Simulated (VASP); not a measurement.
# HgTe (I-4m2) in VASP: further runs, part 2 of 2

VASP 6.6.1.

**4. Single point, r2SCAN (epitaxial xy strain -3.0%)**

POSCAR

```
HgTe
1.0
    0.0000000000      3.1904831497      3.4196598652
    3.1904831497      0.0000000000      3.4196598652
    3.1904831497      3.1904831497      0.0000000000
Hg Te
1 1
Direct
    0.0000000000      0.0000000000      0.0000000000
    0.2500000000      0.2500000000      0.2500000000
```

INCAR.step1

```
SYSTEM = HgTe
PREC     = Accurate       ! precision mode
ENCUT    = 520            ! plane-wave cutoff, eV
ISMEAR   = -1             ! smearing method
SIGMA    = 0.02           ! smearing width, eV
LREAL    = .FALSE.        ! projectors in reciprocal space
LASPH    = .TRUE.         ! aspherical terms in the spheres
NELM     = 100            ! most SCF steps
NBANDS   = 16             ! bands
GGA      = PE             ! functional
ALGO     = Normal         ! electronic algorithm
EDIFF    = 1E-4           ! SCF threshold, eV
LWAVE    = .TRUE.         ! write WAVECAR
LCHARG   = .FALSE.        ! write CHGCAR
```

INCAR.step2

```
SYSTEM = HgTe
PREC     = Accurate       ! precision mode
ENCUT    = 520            ! plane-wave cutoff, eV
EDIFF    = 1E-6           ! SCF threshold, eV
ISMEAR   = -1             ! smearing method
SIGMA    = 0.02           ! smearing width, eV
LREAL    = .FALSE.        ! projectors in reciprocal space
LASPH    = .TRUE.         ! aspherical terms in the spheres
NELM     = 100            ! most SCF steps
ALGO     = Normal         ! electronic algorithm
ISIF     = 2              ! what is computed and relaxed
LWAVE    = .FALSE.        ! write WAVECAR
LCHARG   = .TRUE.         ! write CHGCAR
METAGGA  = R2SCAN         ! meta-GGA
LMIXTAU  = .TRUE.       
LELF     = .TRUE.         ! ELF
LVHAR    = .TRUE.       
NBANDS   = 16             ! bands
ISTART   = 1
```

KPOINTS

```
Automatic mesh
0
G
  6 6 6
  0 0 0
```

Potentials or basis: VASP PAW PBE potentials, release 64 (Hg, Te).

Command:

```
> cat potpaw_PBE.64/Hg/POTCAR potpaw_PBE.64/Te/POTCAR > POTCAR
> cp INCAR.step1 INCAR
> mpirun -np 1 vasp_std > vasp.out
> cp INCAR.step2 INCAR
> mpirun -np 1 vasp_std > vasp.out
```

OUTCAR:

```text
SYSTEM = HgTe
   PREC = Accurate
   ENCUT = 520
   EDIFF = 1E-6
   ISMEAR = -1
   LREAL = .FALSE.
   LASPH = .TRUE.
   NELM = 100
   ISIF = 2
   METAGGA = R2SCAN
   ISTART = 1

 ion  position               nearest neighbor table
   1  0.000  0.000  0.000-   2 2.83   2 2.83   2 2.83   2 2.83
   2  0.250  0.250  0.250-   1 2.83   1 2.83   1 2.83   1 2.83

  LATTYP: Found a body centered tetragonal cell.
 ALAT       =     4.5120245408
 C/A-ratio  =     1.5157984334

  Lattice vectors:

 A1 = (  -3.1904831497,   0.0000000000,   3.4196598652)
 A2 = (   3.1904831497,   0.0000000000,   3.4196598652)
 A3 = (   0.0000000000,   3.1904831497,  -3.4196598652)

Analysis of symmetry for initial positions (statically):
=====================================================================
 Subroutine PRICEL returns:
 Original cell was already a primitive cell.

 Routine SETGRP: Setting up the symmetry group for a
 body centered tetragonal supercell.

 Subroutine GETGRP returns: Found  8 space group operations
 (whereof  8 operations were pure point group operations)
[... 160 lines left out ...]

  energy without entropy =      -75.13814783  energy(sigma->0) =      -75.13827623

 E-fermi :   2.6246     XC(G=0):  -9.1715

 val. band max:        2.6245679134   @ k =   0.0000   0.0000   0.0000
 cond. band min:       3.4580223322   @ k =   0.5000   0.0000   0.0000
 fundamental gap:      0.8334544188
 Fermi energy:         2.6245688045

 k-point     1 :       0.0000    0.0000    0.0000
  band No.  band energies     occupation
      1      -9.6253      2.00000
      2      -4.9213      2.00000
      3      -4.9022      2.00000
      4      -4.9022      2.00000
      5      -4.4015      2.00000
      6      -4.3611      2.00000
[... 433 lines left out ...]
      3      -4.6343      2.00000
      4      -4.5510      2.00000
      5      -4.3438      2.00000
      6      -4.0034      2.00000
[... 8 lines left out ...]
     15      13.1915      0.00000
     16      14.4495      0.00000

 [... further k-points ...]

------------------------ aborting loop because EDIFF is reached ----------------------------------------

  FORCE on cell =-STRESS in cart. coord.  units (eV):
  Direction    XX          YY          ZZ          XY          YZ          ZX
  --------------------------------------------------------------------------------------
  -------------------------------------------------------------------------------------
  Total        0.5510296      0.5510296      0.0441581      0.0000000      0.0000000      0.0000000
  in kB       12.6811818     12.6811818      1.0162383      0.0000000      0.0000000      0.0000000
  external PRESSURE =       8.7928673 kB  Pullay stress =       0.0000000 kB

 VOLUME and BASIS-vectors are now :
 -----------------------------------------------------------------------------
  energy-cutoff  :      520.00
  volume of cell :       69.62
      direct lattice vectors                 reciprocal lattice vectors
     0.000000000  3.190483150  3.419659865    -0.156716076  0.156716076  0.146213372
     3.190483150  0.000000000  3.419659865     0.156716076 -0.156716076  0.146213372
     3.190483150  3.190483150  0.000000000     0.156716076  0.156716076 -0.146213372

 POSITION                                       TOTAL-FORCE (eV/Angst)
 -----------------------------------------------------------------------------------
      0.00000      0.00000      0.00000         0.000000     -0.000000     -0.000000
      1.59524      1.59524      1.70983        -0.000000      0.000000      0.000000
 -----------------------------------------------------------------------------------
    total drift:                                0.000000      0.000000     -0.000001

  FREE ENERGIE OF THE ION-ELECTRON SYSTEM (eV)
  ---------------------------------------------------
  free  energy   TOTEN  =       -75.1384046223 eV

  energy  without entropy=      -75.1381478349  energy(sigma->0) =      -75.13827623
```

It took 80 s on 1 thread of Intel Xeon Platinum 8559C (Emerald Rapids), shared host; peak memory 0.22 GiB.

Results:

```
Free energy            : -75.1384 eV
Pressure               : 0.9 GPa
Band gap on the k mesh : zero (filled and empty bands touch)
```

Stress tensor (GPa, compression positive):
```
1.27 0.00 0.00
0.00 1.27 0.00
0.00 0.00 0.10
```

Caveat: the cell differs from its parent crystal (epitaxial xy strain -3.0%); semilocal functionals underestimate gaps, so a narrow gap can read as zero; the PAW data sets were made with another functional, which shifts forces and pressure a little; spin-orbit coupling is left out, which moves the levels of the heavy elements.

**5. Summary**

| level | cell | gap on the mesh (eV) | pressure (GPa) |
| --- | --- | --- | --- |
| PBE | a = 4.614, b = 4.614, c = 4.838 Å, angles 58.4, 58.4, 63.2°, 2 atoms | 0.26 | 0.5 |
| r2SCAN | a = 4.688, b = 4.688, c = 4.466 Å, angles 61.6, 61.6, 56.9°, 2 atoms | none | 1.2 |
| r2SCAN | a = 4.677, b = 4.677, c = 4.512 Å, angles 61.2, 61.2, 57.7°, 2 atoms | none | 0.9 |

Alike in all rows: task single point; potentials or basis VASP PAW PBE potentials, release 64 (Hg, Te); no spin polarisation; k mesh 6 × 6 × 6; cutoff (eV) 520; smearing fermi-dirac 0.02 eV.

Caveats: spin-orbit coupling is left out, which moves the levels of the heavy elements; semilocal functionals underestimate gaps, so a narrow gap can read as zero (at least some runs); the PAW data sets were made with another functional, which shifts forces and pressure a little (at least some runs).

Total energies depend on the potentials used, so only differences within one code and one set of settings carry meaning.
